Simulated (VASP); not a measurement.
# HfC (rocksalt type) (Fm-3m) in VASP: notebook

HfC (rocksalt type) is run at these levels: PBE; tasks: single point, relaxation of cell and atoms.

All numbers are computed with VASP 6.6.1; they aren't measurements. Logs are shortened: lines on timing, memory, paths and dates and some standing lists are left out, and cuts for length are marked.

## (1) The cell of the first run

Symmetry: Fm-3m, No. 225, cubic system. Conventional cell: a = 4.743 Å, b = 4.743 Å, c = 4.743 Å, α = 90.00°, β = 90.00°, γ = 90.00°. Within 3.1 Å of Hf (site symmetry m-3m) lie 6 C at 2.37 Å. C (site symmetry m-3m) has 6 Hf at 2.37 Å within 3.1 Å.

## (2) Single point, PBE (13.33 Å³/atom)

Contents of INCAR:

```
SYSTEM = HfC
PREC = Accurate
ENCUT = 520
EDIFF = 1E-7
ISMEAR = -1
SIGMA = 0.05
LREAL = .False.
LASPH = .True.
NELM = 100
ALGO = Normal
ISIF = 2
LWAVE = .False.
LCHARG = .False.
GGA = PE
NBANDS = 14
```

Contents of KPOINTS:

```
Automatic mesh
0
Gamma
  16 16 16
  0 0 0
```

Contents of POSCAR:

```
HfC
1.0
    0.0000000000      2.3713427620      2.3713427620
    2.3713427620      0.0000000000      2.3713427620
    2.3713427620      2.3713427620      0.0000000000
Hf C
1 1
Direct
    0.0000000000      0.0000000000      0.0000000000
    0.5000000000      0.5000000000      0.5000000000
```

Potentials or basis: VASP PAW PBE potentials, release 64 (Hf_pv, C).

Started as:

```console
cat potpaw_PBE.64/Hf_pv/POTCAR potpaw_PBE.64/C/POTCAR > POTCAR
mpirun -np 1 vasp_std > vasp.out
```

OUTCAR:

```text
SYSTEM = HfC
   PREC = Accurate
   ENCUT = 520
   EDIFF = 1E-7
   ISMEAR = -1
   LREAL = .False.
   LASPH = .True.
   NELM = 100
   ISIF = 2
   GGA = PE

 ion  position               nearest neighbor table
   1  0.000  0.000  0.000-   2 2.37   2 2.37   2 2.37   2 2.37   2 2.37   2 2.37
   2  0.500  0.500  0.500-   1 2.37   1 2.37   1 2.37   1 2.37   1 2.37   1 2.37

  LATTYP: Found a face centered cubic cell.
 ALAT       =     4.7426855240

  Lattice vectors:

 A1 = (   0.0000000000,   2.3713427620,   2.3713427620)
 A2 = (   2.3713427620,   0.0000000000,   2.3713427620)
 A3 = (   2.3713427620,   2.3713427620,   0.0000000000)

Analysis of symmetry for initial positions (statically):
=====================================================================
 Subroutine PRICEL returns:
 Original cell was already a primitive cell.

 Routine SETGRP: Setting up the symmetry group for a
 face centered cubic supercell.

 Subroutine GETGRP returns: Found 48 space group operations
 (whereof 48 operations were pure point group operations)
 out of a pool of 48 trial point group operations.

The static configuration has the point symmetry O_h .

Analysis of symmetry for dynamics (positions and initial velocities):
=====================================================================
 Subroutine PRICEL returns:
 Original cell was already a primitive cell.

 Routine SETGRP: Setting up the symmetry group for a
 face centered cubic supercell.

 Subroutine GETGRP returns: Found 48 space group operations
 (whereof 48 operations were pure point group operations)
 out of a pool of 48 trial point group operations.

The dynamic configuration has the point symmetry O_h .

 Subroutine INISYM returns: Found 48 space group operations
 (whereof 48 operations are pure point group operations),
 and found     1 'primitive' translations

----------------------------------------------------------------------------------------

                                     Primitive cell

  volume of cell :      26.6694

  direct lattice vectors                    reciprocal lattice vectors
     0.000000000  2.371342762  2.371342762    -0.210851003  0.210851003  0.210851003
     2.371342762  0.000000000  2.371342762     0.210851003 -0.210851003  0.210851003
     2.371342762  2.371342762  0.000000000     0.210851003  0.210851003 -0.210851003

  length of vectors
     3.353585095  3.353585095  3.353585095     0.365204650  0.365204650  0.365204650

  position of ions in fractional coordinates (direct lattice)
     0.000000000  0.000000000  0.000000000
     0.500000000  0.500000000  0.500000000

  ion indices of the primitive-cell ions
   primitive index   ion index
                 1           1
                 2           2

----------------------------------------------------------------------------------------

 KPOINTS: Automatic mesh

Automatic generation of k-mesh.
 Grid dimensions read from file:
 generate k-points for:   16   16   16

 Generating k-lattice:

  Cartesian coordinates                     Fractional coordinates (reciprocal lattice)
    -0.013178188  0.013178188  0.013178188     0.062500000  0.000000000  0.000000000
     0.013178188 -0.013178188  0.013178188     0.000000000  0.062500000  0.000000000
     0.013178188  0.013178188 -0.013178188     0.000000000  0.000000000  0.062500000

  Length of vectors
     0.022825291  0.022825291  0.022825291

  Shift w.r.t. Gamma in fractional coordinates (k-lattice)
     0.000000000  0.000000000  0.000000000

 Subroutine IBZKPT returns following result:
 ===========================================

 Found    145 irreducible k-points:

 Following reciprocal coordinates:
            Coordinates               Weight
  0.000000  0.000000  0.000000      1.000000
  0.062500  0.000000  0.000000      8.000000
  0.125000  0.000000  0.000000      8.000000
  0.187500  0.000000  0.000000      8.000000
  0.250000  0.000000  0.000000      8.000000
  0.312500  0.000000  0.000000      8.000000
[... 16 lines left out ...]
 -0.125000  0.062500  0.000000     24.000000
 -0.062500  0.062500  0.000000     12.000000
 [... further k-points ...]
   k-points           NKPTS =    145   k-points in BZ     NKDIM =    145   number of bands    NBANDS=     14
   number of dos      NEDOS =    301   number of ions     NIONS =      2
   total plane-waves  NPLWV =  21952
   dimension x,y,z NGX =    28 NGY =   28 NGZ =   28
   dimension x,y,z NGXF=    56 NGYF=   56 NGZF=   56
   ions per type =               1   1
   NGX,Y,Z   is equivalent  to a cutoff of  13.88, 13.88, 13.88 a.u.
   NGXF,Y,Z  is equivalent  to a cutoff of  27.76, 27.76, 27.76 a.u.
 SYSTEM =  HfC
   PREC   = accura    normal or accurate (medium, high low for compatibility)
   ISTART =      0    job   : 0-new  1-cont  2-samecut
   ICHARG =      2    charge: 1-file 2-atom 10-const
   ISPIN  =      1    spin polarized calculation?
   LNONCOLLINEAR =      F non collinear calculations
   LSORBIT =      F    spin-orbit coupling
   LASPH  =      T    aspherical Exc in radial PAW
   ENCUT  =  520.0 eV  38.22 Ry    6.18 a.u.   6.24  6.24  6.24*2*pi/ulx,y,z
   NELM   =    100;   NELMIN=  2; NELMDL= -5     # of ELM steps
   EDIFF  = 0.1E-06   stopping-criterion for ELM
   LREAL  =      F    real-space projection
   EDIFFG = 0.1E-05   stopping-criterion for IOM
   NSW    =      0    number of steps for IOM
   IBRION =     -1    ionic relax: 0-MD 1-quasi-New 2-CG
   NFREE  =      0    steps in history (QN), initial steepest desc. (CG)
   ISIF   =      2    stress and relaxation
   ISYM   =      2    0-nonsym 1-usesym 2-fastsym
   POTIM  = 0.5000    time-step for ionic-motion
   TEBEG  =    0.0;   TEEND  =   0.0 temperature during run
   PSTRESS=    0.0 pullay stress
   NELECT =      14.0000    total number of electrons
   NUPDOWN=      -1.0000    fix difference up-down
   EMIN   =  10.00;   EMAX   =-10.00  energy-range for DOS
   EFERMI =   0.00;   METHOD = LEGACY
   ISMEAR =    -1;   SIGMA  =   0.05  broadening in eV -4-tet -1-fermi 0-gaus
   EFERMI_NEDOS =   21; number of points for ismear=-14 and -15
   IALGO  =     38    algorithm
   IMIX   =      4    mixing-type and parameters
     AMIX     =   0.40;   BMIX     =  1.00
     AMIX_MAG =   1.60;   BMIX_MAG =  1.00
  volume/ion in A,a.u.               =      13.33        89.99
  Fermi-wavevector in a.u.,A,eV,Ry     =   1.320626  2.495621 23.729282  1.744053
  Thomas-Fermi vector in A             =   2.450439
   LORBIT       =      0    0 simple, 1 ext, 2 COOP (PROOUT), +10 PAW based schemes
   GGA     = PE    functional components
   LHFCALC =     F    Hartree Fock is set to
   AEXX    =    0.0000 exact exchange contribution
   IVDW    =     0    specifies the selected vdW correction
   LEPSILON=     F    determine dielectric tensor
   LRPA    =     F    only Hartree local field effects (RPA)
 non-spin polarized calculation
  energy-cutoff  :      520.00
  volume of cell :       26.67
 maximum number of plane-waves:       730
 NGX is ok and might be reduce to    28
   NGX = 13   NGY = 13   NGZ = 13

 number of electron      14.0000000 magnetization

 Free energy of the ion-electron system (eV)
  ---------------------------------------------------
  ext. energy  EPLUGINS =         0.00000000
  ---------------------------------------------------
  free energy    TOTEN  =       -20.97994654 eV

  energy without entropy =      -20.97716313  energy(sigma->0) =      -20.97855484

 E-fermi :   5.4929     XC(G=0): -11.9956

 val. band max:        5.4687319266   @ k =   0.5000   0.4375   0.0000
 cond. band min:       5.5052681623   @ k =   0.0625   0.0625   0.0000
 fundamental gap:      0.0365362357
 Fermi energy:         5.4928516469

 k-point     1 :       0.0000    0.0000    0.0000
  band No.  band energies     occupation
      1     -24.3545      2.00000
      2     -24.3545      2.00000
      3     -24.3545      2.00000
      4      -6.5030      2.00000
      5       6.4754      0.00000
      6       6.4754      0.00000
      7       6.4754      0.00000
      8       6.8732      0.00000
      9       6.8732      0.00000
     10       6.8732      0.00000
     11       8.7112      0.00000
     12       8.7112      0.00000
     13      11.6488      0.00000
     14      16.3347      0.00000

 k-point     2 :       0.0625    0.0000    0.0000
  band No.  band energies     occupation
      1     -24.3761      2.00000
      2     -24.3566      2.00000
      3     -24.3566      2.00000
      4      -6.4132      2.00000
      5       5.7661      0.00843
      6       5.9962      0.00008
      7       5.9962      0.00008
      8       7.0769      0.00000
      9       7.0769      0.00000
     10       7.3285      0.00000
     11       9.1759      0.00000
     12       9.1759      0.00000
     13      11.8844      0.00000
     14      16.5919      0.00000

 k-point     3 :       0.1250    0.0000    0.0000
  band No.  band energies     occupation
      1     -24.4370      2.00000
      2     -24.3628      2.00000
      3     -24.3628      2.00000
      4      -6.1505      2.00000
      5       4.7374      2.00000
      6       5.2415      1.98697
      7       5.2415      1.98697
      8       7.3919      0.00000
      9       7.3919      0.00000
     10       7.7123      0.00000
     11      10.1741      0.00000
     12      10.1741      0.00000
     13      12.4893      0.00000
     14      17.3023      0.00000
[... 324 lines left out ...]
 k-point    23 :      -0.1250    0.0625    0.0000
  band No.  band energies     occupation
      1     -24.4724      2.00000
      2     -24.3829      2.00000
      3     -24.3604      2.00000
      4      -5.9565      2.00000
      5       4.1871      2.00000
      6       4.7463      2.00000
      7       4.9823      1.99993
      8       7.2891      0.00000
      9       7.8963      0.00000
     10       8.1326      0.00000
     11       9.9357      0.00000
     12      11.2421      0.00000
     13      12.9700      0.00000
     14      17.7982      0.00000

 k-point    24 :      -0.0625    0.0625    0.0000
  band No.  band energies     occupation
      1     -24.4059      2.00000
      2     -24.3689      2.00000
      3     -24.3562      2.00000
      4      -6.2669      2.00000
      5       5.1401      1.99828
      6       5.4552      1.35982
      7       5.5683      0.36189
      8       7.0237      0.00000
      9       7.6298      0.00000
     10       7.6355      0.00000
     11       9.2471      0.00000
     12      10.1049      0.00000
     13      12.2726      0.00000
     14      16.9998      0.00000

 [... further k-points ...]

------------------------ aborting loop because EDIFF is reached ----------------------------------------

  FORCE on cell =-STRESS in cart. coord.  units (eV):
  Direction    XX          YY          ZZ          XY          YZ          ZX
  --------------------------------------------------------------------------------------
  -------------------------------------------------------------------------------------
  Total       -2.1515086     -2.1515086     -2.1515086      0.0000000      0.0000000      0.0000000
  in kB     -129.2530120   -129.2530120   -129.2530120      0.0000000      0.0000000      0.0000000
  external PRESSURE =    -129.2530120 kB  Pullay stress =       0.0000000 kB

 VOLUME and BASIS-vectors are now :
 -----------------------------------------------------------------------------
  energy-cutoff  :      520.00
  volume of cell :       26.67
      direct lattice vectors                 reciprocal lattice vectors
     0.000000000  2.371342762  2.371342762    -0.210851003  0.210851003  0.210851003
     2.371342762  0.000000000  2.371342762     0.210851003 -0.210851003  0.210851003
     2.371342762  2.371342762  0.000000000     0.210851003  0.210851003 -0.210851003

 POSITION                                       TOTAL-FORCE (eV/Angst)
 -----------------------------------------------------------------------------------
      0.00000      0.00000      0.00000        -0.000000      0.000000     -0.000000
      2.37134      2.37134      2.37134         0.000000     -0.000000      0.000000
 -----------------------------------------------------------------------------------
    total drift:                                0.000000      0.000000      0.000000

  FREE ENERGIE OF THE ION-ELECTRON SYSTEM (eV)
  ---------------------------------------------------
  free  energy   TOTEN  =       -20.9799465444 eV

  energy  without entropy=      -20.9771631334  energy(sigma->0) =      -20.97855484
```

It took 92 s on 1 thread of Intel Xeon 8259CL, shared host; peak memory 0.2 GiB.

What came out:

| Item | Value |
| --- | --- |
| Free energy | -20.9799 eV |
| Pressure | -12.9 GPa |
| Band gap on the k mesh | zero (bands 7 and 8 overlap by 1.37 eV) |

Caveat: the cell stands under tension; spin-orbit coupling is left out, which moves the levels of the heavy elements.

## (3) Relaxation of cell and atoms, PBE

This run uses another cell than the first one, of 11.12 Å³/atom.

Contents of INCAR:

```
SYSTEM = HfC
  ALGO = Normal
  EDIFF = 1E-6
  EDIFFG = -0.005
  ENCUT = 600
  GGA = PE
  IBRION = 2
  ISIF = 3
  ISMEAR = -1
  LASPH = .TRUE.
  LCHARG = .FALSE.
  LREAL = .FALSE.
  LWAVE = .FALSE.
  NELM = 60
  NSW = 100
  PREC = Accurate
  SIGMA = 0.05
```

Contents of KPOINTS:

```
k-points
0
G
  16 16 16
  0 0 0
```

Contents of POSCAR:

```
HfC
1.0
    0.0000000000      2.2322827293      2.2322827293
    2.2322827293      0.0000000000      2.2322827293
    2.2322827293      2.2322827293      0.0000000000
Hf C
1 1
Direct
    0.0000000000      0.0000000000      0.0000000000
    0.5000000000      0.5000000000      0.5000000000
```

Potentials or basis: VASP PAW PBE potentials, release 64 (Hf_pv, C).

Started as:

```console
cat potpaw_PBE.64/Hf_pv/POTCAR potpaw_PBE.64/C/POTCAR > POTCAR
mpirun -np 1 vasp_std > vasp.out
```

OUTCAR:

```text
SYSTEM = HfC
   EDIFF = 1E-6
   EDIFFG = -0.005
   ENCUT = 600
   GGA = PE
   IBRION = 2
   ISIF = 3
   ISMEAR = -1
   LASPH = .TRUE.
   LREAL = .FALSE.
   NELM = 60
   NSW = 100
   PREC = Accurate

 ion  position               nearest neighbor table
   1  0.000  0.000  0.000-   2 2.23   2 2.23   2 2.23   2 2.23   2 2.23   2 2.23
   2  0.500  0.500  0.500-   1 2.23   1 2.23   1 2.23   1 2.23   1 2.23   1 2.23

  LATTYP: Found a face centered cubic cell.
 ALAT       =     4.4645654586

  Lattice vectors:

 A1 = (   0.0000000000,   2.2322827293,   2.2322827293)
 A2 = (   2.2322827293,   0.0000000000,   2.2322827293)
 A3 = (   2.2322827293,   2.2322827293,   0.0000000000)

Analysis of symmetry for initial positions (statically):
=====================================================================
 Subroutine PRICEL returns:
 Original cell was already a primitive cell.

 Routine SETGRP: Setting up the symmetry group for a
 face centered cubic supercell.

 Subroutine GETGRP returns: Found 48 space group operations
 (whereof 48 operations were pure point group operations)
 out of a pool of 48 trial point group operations.

The static configuration has the point symmetry O_h .

Analysis of symmetry for dynamics (positions and initial velocities):
[... 340 lines left out ...]
--------------------------------------- Ionic step       17  -------------------------------------------

 number of electron      14.0000000 magnetization

 Free energy of the ion-electron system (eV)
  ---------------------------------------------------
  ext. energy  EPLUGINS =         0.00000000
  ---------------------------------------------------
  free energy    TOTEN  =       -21.04564796 eV

  energy without entropy =      -21.04268998  energy(sigma->0) =      -21.04416897

 E-fermi :   5.9490     XC(G=0): -12.2953

 val. band max:        5.9265194302   @ k =   0.4375   0.3750   0.0000
 cond. band min:       5.9497154154   @ k =   0.1250   0.1250   0.0000
 fundamental gap:      0.0231959852
 Fermi energy:         5.9489817978

 k-point     1 :       0.0000    0.0000    0.0000
  band No.  band energies     occupation
      1     -23.5930      2.00000
      2     -23.5930      2.00000
      3     -23.5930      2.00000
      4      -6.3507      2.00000
      5       6.9698      0.00000
      6       6.9698      0.00000
      7       6.9698      0.00000
      8       7.3611      0.00000
      9       7.3611      0.00000
     10       7.3611      0.00000
     11       9.3661      0.00000
[... 309 lines left out ...]
 k-point    24 :      -0.0625    0.0625    0.0000
  band No.  band energies     occupation
      1     -23.6590      2.00000
      2     -23.6112      2.00000
      3     -23.5950      2.00000
      4      -6.0911      2.00000
      5       5.5802      1.99875
      6       5.8833      1.57593
      7       6.0015      0.51811
      8       7.5225      0.00000
      9       8.1746      0.00000
     10       8.1822      0.00000
     11       9.9563      0.00000

 [... further k-points ...]

------------------------ aborting loop because EDIFF is reached ----------------------------------------

  FORCE on cell =-STRESS in cart. coord.  units (eV):
  Direction    XX          YY          ZZ          XY          YZ          ZX
  --------------------------------------------------------------------------------------
  -------------------------------------------------------------------------------------
  Total        0.0033146      0.0033146      0.0033146      0.0000000      0.0000000      0.0000000
  in kB        0.2117027      0.2117027      0.2117027      0.0000000      0.0000000      0.0000000
  external PRESSURE =       0.2117027 kB  Pullay stress =       0.0000000 kB
[... 17 lines left out ...]
  FREE ENERGIE OF THE ION-ELECTRON SYSTEM (eV)
  ---------------------------------------------------
  free  energy   TOTEN  =       -21.0456479643 eV

  energy  without entropy=      -21.0426899825  energy(sigma->0) =      -21.04416897

 reached required accuracy - stopping structural energy minimisation
```

OSZICAR:

```text
N       E                     dE             d eps       ncg     rms          rms(c)
DAV:   1     0.292629759523E+02    0.29263E+02   -0.86106E+03  3206   0.138E+03
DAV:   2    -0.220681227281E+02   -0.51331E+02   -0.48553E+02  4123   0.238E+02
[... 96 lines left out ...]
  16 F= -.21045641E+02 E0= -.21044161E+02  d E =-.173316E-04
       N       E                     dE             d eps       ncg     rms          rms(c)
DAV:   1    -0.210456593812E+02   -0.17857E-04   -0.32521E-04  3193   0.175E-01    0.599E-02
DAV:   2    -0.210456513018E+02    0.80794E-05   -0.10196E-05  3232   0.327E-02    0.331E-02
DAV:   3    -0.210456478779E+02    0.34239E-05   -0.95721E-06  3375   0.280E-02    0.189E-02
DAV:   4    -0.210456479643E+02   -0.86409E-07   -0.13565E-07  1628   0.409E-03
  17 F= -.21045648E+02 E0= -.21044169E+02  d E =-.247055E-04
```

CONTCAR:

```text
HfC
   1.00000000000000
     0.0000000000000000    2.3234178743628835    2.3234178743628835
     2.3234178743628835   -0.0000000000000000    2.3234178743628835
     2.3234178743628835    2.3234178743628835    0.0000000000000000
  Hf              C
     1     1
Direct
     0.0000000000000000    0.0000000000000000    0.0000000000000000
     0.5000000000000000    0.5000000000000000    0.5000000000000000

  0.00000000E+00  0.00000000E+00  0.00000000E+00
  0.00000000E+00  0.00000000E+00  0.00000000E+00
```

It took 5.8 min on 1 thread of Intel Xeon 8259CL, shared host; peak memory 0.21 GiB.

Results:

```
Free energy                           : -21.0456 eV
Relaxed volume                        : 12.54 Å³/atom
Relaxed cell                          : a = 3.286 Å, b = 3.286 Å, c = 3.286 Å, α = 60.00°, β = 60.00°, γ = 60.00°
Space group after relaxing (to 0.1 Å) : Fm-3m (No. 225)
Energy gained by relaxing             : 146.4 meV/atom
Ionic steps                           : 17
Pressure after relaxing               : 0.0 GPa
Band gap on the k mesh                : zero (bands 7 and 8 overlap by 1.42 eV)
```

The path:
```tsv
step	energy change (eV)	largest force (eV/Å)	pressure (GPa)	volume (Å³)
1	0.0000	0.0000	36.52	22.25
2	0.5292	0.0000	-34.19	31.45
3	-0.2915	0.0000	-1.96	25.30
4	-0.2928	0.0000	-0.24	25.11
5	-0.2928	0.0000	0.35	25.05
6	-0.2928	0.0000	0.33	25.06
7	-0.2928	0.0000	0.33	25.06
8	-0.2928	0.0000	0.28	25.06
9	-0.2928	0.0000	0.28	25.06
10	-0.2928	0.0000	0.28	25.06
11	-0.2928	0.0000	0.28	25.06
12	-0.2928	0.0000	0.28	25.06
13	-0.2928	0.0000	0.28	25.06
14	-0.2928	0.0000	0.28	25.06
15	-0.2928	0.0000	0.27	25.07
16	-0.2928	0.0000	0.15	25.07
17	-0.2928	0.0000	0.02	25.08
```

Final structure:
```xyz
2
Lattice="0.0000 2.3234 2.3234 2.3234 0.0000 2.3234 2.3234 2.3234 0.0000" Properties=species:S:1:pos:R:3 pbc="T T T"
Hf    0.0000    0.0000    0.0000
C     2.3234    2.3234    2.3234
```

Caveat: spin-orbit coupling is left out, which moves the levels of the heavy elements.
